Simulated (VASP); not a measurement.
## Ti: relaxation of cell and atoms with LDA

Ti:

```
CELL_PARAMETERS angstrom
2.95000 0.00000 0.00000
-1.47500 2.55477 0.00000
0.00000 0.00000 4.68000
ATOMIC_POSITIONS crystal
Ti 0.66667 0.33333 0.75000
Ti 0.33333 0.66667 0.25000
```

```
Program                : VASP 6.6.1
Task                   : relaxation of cell and atoms
Functional             : LDA
Potentials or basis    : VASP PAW LDA potentials, release 64 (Ti_sv)
Cutoff                 : 600 eV
k mesh                 : 10 × 10 × 6
Occupations            : fermi-dirac, width 0.05 eV
Spin                   : no spin polarisation
Dipole correction      : no
Further INCAR settings : ALGO = Normal; EDIFF = 1e-06; IBRION = 2; EDIFFG = -0.01; NSW = 60; ISIF = 3
```

```
Relaxed volume                        : 16.06 Å³/atom
Relaxed cell                          : a = 2.865 Å, b = 2.865 Å, c = 4.520 Å, α = 90.00°, β = 90.00°, γ = 120.00°
Space group after relaxing (to 0.1 Å) : P6_3/mmc (No. 194)
Energy gained by relaxing             : 51.9 meV/atom
Ionic steps                           : 11
Pressure after relaxing               : 0.0 GPa
Band gap on the k mesh                : zero (bands 12 and 13 overlap by 0.94 eV)
```

The path:
```tsv
step	energy change (eV)	largest force (eV/Å)	pressure (GPa)	volume (Å³)
1	0.0000	0.0000	-9.84	35.27
2	-0.0438	0.0000	9.54	30.03
3	-0.1037	0.0000	-0.05	32.16
4	-0.1037	0.0000	0.11	32.09
5	-0.1037	0.0000	-0.01	32.14
6	-0.1038	0.0000	0.05	32.15
7	-0.1038	0.0000	-0.12	32.17
8	-0.1038	0.0000	-0.16	32.17
9	-0.1038	0.0000	-0.17	32.16
10	-0.1038	0.0000	-0.08	32.16
11	-0.1038	0.0000	0.02	32.13
```

Final structure:
```
Ti
1.0
     2.86485    0.00000    0.00000
    -1.43243    2.48103    0.00000
     0.00000    0.00000    4.52017
Ti
2
Cartesian
  1.4324 0.8270 3.3901
  0.0000 1.6540 1.1300
```

Levels at points of the mesh, in eV from the Fermi level:
| k point | band 9 | band 10 | band 11 | band 12 | band 13 | band 14 | band 15 | band 16 |
| --- | --- | --- | --- | --- | --- | --- | --- | --- |
| (0.00, 0.00, 0.00) | -6.29 | -2.87 | 0.79 | 0.79 | 0.96 | 1.16 | 1.35 | 1.35 |
| (0.50, 0.00, 0.00) | -2.42 | -2.40 | -2.05 | -0.47 | 0.43 | 0.71 | 1.31 | 3.66 |
| (0.00, 0.00, 0.50) | -4.32 | -4.32 | 0.11 | 0.11 | 0.67 | 0.67 | 0.67 | 0.67 |
| (0.50, 0.00, 0.50) | -2.75 | -2.75 | -0.91 | -0.91 | 1.63 | 1.63 | 1.84 | 1.84 |

Wall time 2.4 min on 1 thread of Intel(R) Xeon(R) Platinum 8488C (Sapphire Rapids), on a shared host, peak memory 0.17 GiB.

LDA usually gives volumes a few per cent too small. Zero-point motion and thermal expansion aren't in these numbers.
